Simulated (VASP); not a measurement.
The system is In.

```
In
1.0
    -1.88253    1.88253    1.88253
     1.88253   -1.88253    1.88253
     1.88253    1.88253   -1.88253
In
1
Direct
  0.00000 0.00000 0.00000
```

Base run:

```yaml
Program: VASP 6.6.1
Functional: r2SCAN
Potentials_or_basis: VASP PAW PBE potentials, release 64 (In_d)
Cutoff: 520 eV
k_mesh: 9 × 9 × 9
Occupations: methfessel-paxton, width 0.2 eV
Spin: no spin polarisation
```

Its results: pressure 0.3 GPa.

Task: The run is repeated on the same cell with these changes: functional from r2SCAN to BLYP. What comes out?

Result: Pressure 5.9 GPa.

Caveats: the PAW data sets were made with another functional, which shifts forces and pressure a little.
